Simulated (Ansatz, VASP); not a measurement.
One calculation of MnO2, two programs

```
CELL_PARAMETERS angstrom
2.85496 0.00000 0.00000
-1.42748 2.47246 0.00000
0.00000 0.00000 10.22174
ATOMIC_POSITIONS crystal
Mn 0.00000 0.00000 0.00000
Mn 0.00000 0.00000 0.50000
O 0.33333 0.66667 0.90686
O 0.33333 0.66667 0.59314
O 0.66667 0.33333 0.09314
O 0.66667 0.33333 0.40686
```

Alike in both runs: task single point; functional PBE; k mesh 12 × 12 × 4; occupations gaussian, width 0.05 eV; collinear spin; Hubbard terms Mn d U = 3.9 eV.

|  | VASP | Ansatz |
| --- | --- | --- |
| version | VASP 6.6.1 | Ansatz 0.2.0 |
| potentials or method | VASP PAW PBE potentials, release 64 (Mn_pv, O), cutoff 520 eV | scalar-relativistic, plane waves, PAW |
| valence electrons in the cell | 50 | 54 |

Ansatz gave:

```
gap on the k mesh at the Fermi level (eV)                     : 2.06
pressure (GPa)                                                : 8.5
traceless stress, the component that is largest in VASP (GPa) : -3.51
rms of the force components (eV/Å)                            : 0.217
net moment per atom (μB)                                      : 1.00
size of the moment on the site where the two differ most (μB) : 2.75
```

**Question.** Estimate VASP's values.

**Answer.** gap on the k mesh at the Fermi level (eV): 2.08; pressure (GPa): 9.2; traceless stress, the component that is largest in VASP (GPa): -3.43; rms of the force components (eV/Å): 0.269; net moment per atom (μB): 1.00; size of the moment on the site where the two differ most (μB): 3.14.

Site moments also hang on the region over which each program counts them. The programs project onto different local orbitals, so the same U acts differently, and such runs can settle in different states. Atom by atom the forces differ by 0.052 eV/Å (rms over components). VASP's potentials hold 50 valence electrons a cell and Ansatz's 54, so a difference there can come from the potentials and not from the codes.
